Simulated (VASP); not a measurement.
# Zr (P2_13) in VASP: further runs

Zr is run at these levels: PBE; tasks: single point, relaxation of cell and atoms.

Everything below comes from runs of VASP 6.6.1. Logs are shortened: lines on timing, memory, paths and dates and some standing lists are left out, and cuts for length are marked.

### Step 1. The cell of the first run

The structure is cubic, space group P2_13 (No. 198). Conventional cell: a = 4.780 Å, b = 4.780 Å, c = 4.780 Å, α = 90.00°, β = 90.00°, γ = 90.00°. Within 4.2 Å of Zr (site symmetry 3) lie 12 Zr at 3.20 to 3.60 Å.

### Step 2. Single point, PBE

Contents of INCAR:

```
SYSTEM = Zr
PREC = Accurate ; ENCUT = 520
EDIFF = 1E-6 ; ISMEAR = 0
SIGMA = 0.1 ; LREAL = .FALSE.
LASPH = .TRUE. ; NELM = 60
ALGO = Fast ; ISIF = 2
LWAVE = .FALSE. ; LCHARG = .FALSE.
GGA = PE ; NBANDS = 32
```

Contents of KPOINTS:

```
Automatic mesh
0
G
  4 4 4
  0 0 0
```

Contents of POSCAR:

```
Zr
1.0
    4.7800174706      0.0000000000      0.0000000000
    0.0000000000      4.7800174706      0.0000000000
    0.0000000000      0.0000000000      4.7800174706
Zr
4
Direct
    0.0300000000      0.0300000000      0.0300000000
    0.4700000000      0.9700000000      0.5300000000
    0.5300000000      0.4700000000      0.9700000000
    0.9700000000      0.5300000000      0.4700000000
```

Potentials or basis: VASP PAW PBE potentials, release 64 (Zr_sv).

Command:

```bash
$ cat potpaw_PBE.64/Zr_sv/POTCAR > POTCAR
$ mpirun -np 1 vasp_std > vasp.out
```

OUTCAR:

```text
SYSTEM = Zr
   PREC = Accurate
   ENCUT = 520
   EDIFF = 1E-6
   ISMEAR = 0
   LREAL = .FALSE.
   LASPH = .TRUE.
   NELM = 60
   ISIF = 2
   GGA = PE

 ion  position               nearest neighbor table
   1  0.030  0.030  0.030-   2 3.20   3 3.20   4 3.20   2 3.20   4 3.20   3 3.20   4 3.60   4 3.60
                             2 3.60   3 3.60   2 3.60   3 3.60
   2  0.470  0.970  0.530-   1 3.20   3 3.20   4 3.20   1 3.20   3 3.20   4 3.20   1 3.60   3 3.60
                             1 3.60   3 3.60   4 3.60   4 3.60
   3  0.530  0.470  0.970-   1 3.20   2 3.20   4 3.20   4 3.20   2 3.20   1 3.20   2 3.60   1 3.60
                             1 3.60   2 3.60   4 3.60   4 3.60
   4  0.970  0.530  0.470-   1 3.20   2 3.20   3 3.20   3 3.20   1 3.20   2 3.20   3 3.60   1 3.60
                             3 3.60   2 3.60   1 3.60   2 3.60

  LATTYP: Found a simple cubic cell.
 ALAT       =     4.7800174706

  Lattice vectors:

 A1 = (   4.7800174706,   0.0000000000,   0.0000000000)
 A2 = (   0.0000000000,   4.7800174706,   0.0000000000)
 A3 = (   0.0000000000,   0.0000000000,   4.7800174706)

Analysis of symmetry for initial positions (statically):
=====================================================================
 Subroutine PRICEL returns:
 Original cell was already a primitive cell.

 Routine SETGRP: Setting up the symmetry group for a
 simple cubic supercell.

 Subroutine GETGRP returns: Found 12 space group operations
 (whereof  3 operations were pure point group operations)
 out of a pool of 48 trial point group operations.

The static configuration has the point symmetry C_3 .
 The point group associated with its full space group is T   .

Analysis of symmetry for dynamics (positions and initial velocities):
=====================================================================
 Subroutine PRICEL returns:
 Original cell was already a primitive cell.

 Routine SETGRP: Setting up the symmetry group for a
 simple cubic supercell.

 Subroutine GETGRP returns: Found 12 space group operations
 (whereof  3 operations were pure point group operations)
 out of a pool of 48 trial point group operations.

The dynamic configuration has the point symmetry C_3 .
 The point group associated with its full space group is T   .

 Subroutine INISYM returns: Found 12 space group operations
 (whereof  3 operations are pure point group operations),
 and found     1 'primitive' translations

----------------------------------------------------------------------------------------

                                     Primitive cell

  volume of cell :     109.2165

  direct lattice vectors                    reciprocal lattice vectors
     4.780017471  0.000000000  0.000000000     0.209204256  0.000000000  0.000000000
     0.000000000  4.780017471  0.000000000     0.000000000  0.209204256  0.000000000
     0.000000000  0.000000000  4.780017471     0.000000000  0.000000000  0.209204256

  length of vectors
     4.780017471  4.780017471  4.780017471     0.209204256  0.209204256  0.209204256

  position of ions in fractional coordinates (direct lattice)
     0.030000000  0.030000000  0.030000000
     0.470000000  0.970000000  0.530000000
     0.530000000  0.470000000  0.970000000
     0.970000000  0.530000000  0.470000000

  ion indices of the primitive-cell ions
   primitive index   ion index
                 1           1
                 2           2
                 3           3
                 4           4

----------------------------------------------------------------------------------------

 KPOINTS: Automatic mesh

Automatic generation of k-mesh.
 Grid dimensions read from file:
 generate k-points for:    4    4    4

 Generating k-lattice:

  Cartesian coordinates                     Fractional coordinates (reciprocal lattice)
     0.052301064  0.000000000  0.000000000     0.250000000  0.000000000  0.000000000
     0.000000000  0.052301064  0.000000000     0.000000000  0.250000000  0.000000000
     0.000000000  0.000000000  0.052301064     0.000000000  0.000000000  0.250000000

  Length of vectors
     0.052301064  0.052301064  0.052301064

  Shift w.r.t. Gamma in fractional coordinates (k-lattice)
     0.000000000  0.000000000  0.000000000

 Subroutine IBZKPT returns following result:
 ===========================================

 Found     11 irreducible k-points:

 Following reciprocal coordinates:
            Coordinates               Weight
  0.000000  0.000000  0.000000      1.000000
  0.250000  0.000000  0.000000      6.000000
  0.500000  0.000000  0.000000      3.000000
  0.250000  0.250000  0.000000     12.000000
  0.500000  0.250000  0.000000      6.000000
 -0.250000  0.500000  0.000000      6.000000
  0.500000  0.500000  0.000000      3.000000
  0.250000  0.250000  0.250000      8.000000
  0.500000  0.250000  0.250000     12.000000
  0.500000  0.500000  0.250000      6.000000
  0.500000  0.500000  0.500000      1.000000
   k-points           NKPTS =     11   k-points in BZ     NKDIM =     11   number of bands    NBANDS=     32
   number of dos      NEDOS =    301   number of ions     NIONS =      4
   total plane-waves  NPLWV =  46656
   dimension x,y,z NGX =    36 NGY =   36 NGZ =   36
   dimension x,y,z NGXF=    72 NGYF=   72 NGZF=   72
   ions per type =               4
   NGX,Y,Z   is equivalent  to a cutoff of  12.52, 12.52, 12.52 a.u.
   NGXF,Y,Z  is equivalent  to a cutoff of  25.04, 25.04, 25.04 a.u.
 SYSTEM =  Zr
   PREC   = accura    normal or accurate (medium, high low for compatibility)
   ISTART =      0    job   : 0-new  1-cont  2-samecut
   ICHARG =      2    charge: 1-file 2-atom 10-const
   ISPIN  =      1    spin polarized calculation?
   LNONCOLLINEAR =      F non collinear calculations
   LSORBIT =      F    spin-orbit coupling
   LASPH  =      T    aspherical Exc in radial PAW
   ENCUT  =  520.0 eV  38.22 Ry    6.18 a.u.   8.89  8.89  8.89*2*pi/ulx,y,z
   NELM   =     60;   NELMIN=  2; NELMDL= -5     # of ELM steps
   EDIFF  = 0.1E-05   stopping-criterion for ELM
   LREAL  =      F    real-space projection
   EDIFFG = 0.1E-04   stopping-criterion for IOM
   NSW    =      0    number of steps for IOM
   IBRION =     -1    ionic relax: 0-MD 1-quasi-New 2-CG
   NFREE  =      0    steps in history (QN), initial steepest desc. (CG)
   ISIF   =      2    stress and relaxation
   ISYM   =      2    0-nonsym 1-usesym 2-fastsym
   POTIM  = 0.5000    time-step for ionic-motion
   TEBEG  =    0.0;   TEEND  =   0.0 temperature during run
   PSTRESS=    0.0 pullay stress
   NELECT =      48.0000    total number of electrons
   NUPDOWN=      -1.0000    fix difference up-down
   EMIN   =  10.00;   EMAX   =-10.00  energy-range for DOS
   EFERMI =   0.00;   METHOD = LEGACY
   ISMEAR =     0;   SIGMA  =   0.10  broadening in eV -4-tet -1-fermi 0-gaus
   EFERMI_NEDOS =   21; number of points for ismear=-14 and -15
   IALGO  =     68    algorithm
   IMIX   =      4    mixing-type and parameters
     AMIX     =   0.40;   BMIX     =  1.00
     AMIX_MAG =   1.60;   BMIX_MAG =  1.00
  volume/ion in A,a.u.               =      27.30       184.26
  Fermi-wavevector in a.u.,A,eV,Ry     =   1.244684  2.352112 21.078665  1.549238
  Thomas-Fermi vector in A             =   2.378940
   LORBIT       =      0    0 simple, 1 ext, 2 COOP (PROOUT), +10 PAW based schemes
   GGA     = PE    functional components
   LHFCALC =     F    Hartree Fock is set to
   AEXX    =    0.0000 exact exchange contribution
   IVDW    =     0    specifies the selected vdW correction
   LEPSILON=     F    determine dielectric tensor
   LRPA    =     F    only Hartree local field effects (RPA)
 non-spin polarized calculation
 RMM-DIIS sequential band-by-band and
 Gauss-broadening in eV      SIGMA  =   0.10
  energy-cutoff  :      520.00
  volume of cell :      109.22
 maximum number of plane-waves:      3016
   NGX = 17   NGY = 17   NGZ = 17

 number of electron      47.9999999 magnetization

 Free energy of the ion-electron system (eV)
  ---------------------------------------------------
  ext. energy  EPLUGINS =         0.00000000
  ---------------------------------------------------
  free energy    TOTEN  =       -32.85896767 eV

  energy without entropy =      -32.80796437  energy(sigma->0) =      -32.83346602

 E-fermi :   7.0656     XC(G=0): -10.3550

 val. band max:        7.0393789624   @ k =   0.5000   0.5000   0.2500
 cond. band min:       7.0823908336   @ k =   0.2500   0.2500   0.0000
 fundamental gap:      0.0430118712
 Fermi energy:         7.0656369857

 k-point     1 :       0.0000    0.0000    0.0000
  band No.  band energies     occupation
      1     -41.8251      2.00000
      2     -41.7113      2.00000
      3     -41.7113      2.00000
      4     -41.7113      2.00000
      5     -20.0634      2.00000
      6     -20.0634      2.00000
[... 24 lines left out ...]
     31       9.9521      0.00000
     32      10.7534      0.00000

 k-point     2 :       0.2500    0.0000    0.0000
  band No.  band energies     occupation
      1     -41.8102      2.00000
      2     -41.7351      2.00000
      3     -41.7096      2.00000
      4     -41.7042      2.00000
      5     -20.0350      2.00000
      6     -20.0272      2.00000
[... 24 lines left out ...]
     31       9.9466      0.00000
     32      10.5965      0.00000

 k-point     3 :       0.5000    0.0000    0.0000
  band No.  band energies     occupation
      1     -41.7737      2.00000
      2     -41.7737      2.00000
      3     -41.7058      2.00000
      4     -41.7058      2.00000
      5     -19.9600      2.00000
      6     -19.9600      2.00000
[... 24 lines left out ...]
     31       9.3741      0.00000
     32       9.3767      0.00000

 k-point     4 :       0.2500    0.2500    0.0000
  band No.  band energies     occupation
      1     -41.7974      2.00000
      2     -41.7400      2.00000
      3     -41.7160      2.00000
      4     -41.7056      2.00000
      5     -20.0095      2.00000
      6     -19.9837      2.00000
[... 199 lines left out ...]
     31       9.1094      0.00000
     32       9.1095      0.00000

 k-point    10 :       0.5000    0.5000    0.2500
  band No.  band energies     occupation
      1     -41.7525      2.00000
      2     -41.7525      2.00000
      3     -41.7267      2.00000
      4     -41.7267      2.00000
      5     -20.0657      2.00000
      6     -20.0657      2.00000
[... 24 lines left out ...]
     31       8.6188      0.00000
     32       8.6188      0.00000

 k-point    11 :       0.5000    0.5000    0.5000
  band No.  band energies     occupation
      1     -41.7395      2.00000
      2     -41.7395      2.00000
      3     -41.7395      2.00000
      4     -41.7395      2.00000
      5     -20.1019      2.00000
      6     -20.1019      2.00000
[... 24 lines left out ...]
     31       8.3458      0.00000
     32       8.3458      0.00000

------------------------ aborting loop because EDIFF is reached ----------------------------------------

  FORCE on cell =-STRESS in cart. coord.  units (eV):
  Direction    XX          YY          ZZ          XY          YZ          ZX
  --------------------------------------------------------------------------------------
  -------------------------------------------------------------------------------------
  Total       -6.5438407     -6.5438407     -6.5438407      0.0000000     -0.0000000      0.0000000
  in kB      -95.9963789    -95.9963789    -95.9963789      0.0000000     -0.0000000      0.0000000
  external PRESSURE =     -95.9963789 kB  Pullay stress =       0.0000000 kB

 VOLUME and BASIS-vectors are now :
 -----------------------------------------------------------------------------
  energy-cutoff  :      520.00
  volume of cell :      109.22
      direct lattice vectors                 reciprocal lattice vectors
     4.780017471  0.000000000  0.000000000     0.209204256  0.000000000  0.000000000
     0.000000000  4.780017471  0.000000000     0.000000000  0.209204256  0.000000000
     0.000000000  0.000000000  4.780017471     0.000000000  0.000000000  0.209204256

 POSITION                                       TOTAL-FORCE (eV/Angst)
 -----------------------------------------------------------------------------------
      0.14340      0.14340      0.14340        -0.618697     -0.618697     -0.618697
      2.24661      4.63662      2.53341         0.618697      0.618697     -0.618697
      2.53341      2.24661      4.63662        -0.618697      0.618697      0.618697
      4.63662      2.53341      2.24661         0.618697     -0.618697      0.618697
 -----------------------------------------------------------------------------------
    total drift:                               -0.000000     -0.000000      0.000000

  FREE ENERGIE OF THE ION-ELECTRON SYSTEM (eV)
  ---------------------------------------------------
  free  energy   TOTEN  =       -32.8589676730 eV

  energy  without entropy=      -32.8079643734  energy(sigma->0) =      -32.83346602
```

Wall time 50 s (1 thread of Intel Xeon Platinum 8488C (Sapphire Rapids), shared host); peak memory 0.2 GiB.

Results:

| Property | Result |
| --- | --- |
| Free energy | -32.8590 eV |
| Pressure | -9.6 GPa |
| Largest force | 1.072 eV/Å |
| Band gap on the k mesh | zero (bands 24 and 25 overlap by 1.05 eV) |

Forces on the atoms (eV/Å):
```
Zr  -0.619 -0.619 -0.619
Zr   0.619  0.619 -0.619
Zr  -0.619  0.619  0.619
Zr   0.619 -0.619  0.619
```

Caveat: the cell stands under tension; forces of over 1 eV/Å act on the atoms, so gaps and moduli don't describe the material at rest.

### Step 3. Relaxation of cell and atoms, PBE

Contents of INCAR:

```
SYSTEM = Zr
PREC = Accurate
ENCUT = 600
EDIFF = 1E-6
ISMEAR = 0
SIGMA = 0.1
LREAL = .False.
LASPH = .True.
NELM = 60
ALGO = Normal
ISIF = 3
LWAVE = .False.
LCHARG = .False.
GGA = PE
IBRION = 2
NSW = 90
EDIFFG = -0.04
```

Contents of KPOINTS:

```
Automatic mesh
0
Gamma
  4 4 4
  0 0 0
```

POSCAR is that of step 2.

Potentials or basis: VASP PAW PBE potentials, release 64 (Zr_sv).

Command:

```bash
$ cat potpaw_PBE.64/Zr_sv/POTCAR > POTCAR
$ mpirun -np 1 vasp_std > vasp.out
```

Wall time 4.5 min (1 thread of Intel Xeon Platinum 8488C (Sapphire Rapids), shared host); peak memory 0.25 GiB.

Results (log left out):

| Quantity | Value |
| --- | --- |
| Free energy | -34.0451 eV |
| Relaxed volume | 23.19 Å³/atom |
| Relaxed cell | a = 4.527 Å, b = 4.527 Å, c = 4.527 Å, α = 90.00°, β = 90.00°, γ = 90.00° |
| Space group after relaxing (to 0.1 Å) | Fm-3m (No. 225) |
| Energy gained by relaxing | 296.7 meV/atom |
| Ionic steps | 8 |
| Pressure after relaxing | 0.0 GPa |
| Largest force after relaxing | 0.010 eV/Å |

Forces on the atoms (eV/Å):
```
Zr  -0.006 -0.006 -0.006
Zr   0.006  0.006 -0.006
Zr  -0.006  0.006  0.006
Zr   0.006 -0.006  0.006
```

Step by step:
```csv
step,energy change (eV),largest force (eV/Å),pressure (GPa),volume (Å³)
1,0.0000,1.0736,-9.59,109.22
2,-0.5023,1.2501,9.99,85.36
3,-0.6617,1.2744,1.69,92.27
4,-0.9450,0.8876,1.89,91.69
5,-1.1591,0.2291,2.09,90.80
6,-1.1707,0.0224,2.35,90.53
7,-1.1483,0.0065,-3.32,96.33
8,-1.1867,0.0102,-0.03,92.76
```

Final structure:
```
Zr
1.0
     4.52677    0.00000    0.00000
     0.00000    4.52677    0.00000
     0.00000    0.00000    4.52677
Zr
4
Direct
  0.00021 0.00021 0.00021
  0.49979 0.99979 0.50021
  0.50021 0.49979 0.99979
  0.99979 0.50021 0.49979
```

Levels at points of the mesh, in eV from the Fermi level:
```csv
k point,band 22,band 23,band 24,band 25,band 26,band 27
"(0.00, 0.00, 0.00)",-2.22,-2.22,0.95,0.95,0.95,2.98
"(0.50, 0.00, 0.00)",-0.95,-0.42,-0.42,-0.42,-0.42,1.21
"(0.50, 0.50, 0.00)",-0.44,-0.44,-0.44,-0.23,-0.23,-0.22
"(0.50, 0.50, 0.50)",0.77,0.77,0.77,0.77,0.77,0.77
```

Caveat: the volume moved by over 15 % at a fixed basis, so the end points are rough; the highest band is partly filled, so the run has too few bands.

The gap in the log of VASP goes by the Fermi energy; the results here count the filled bands.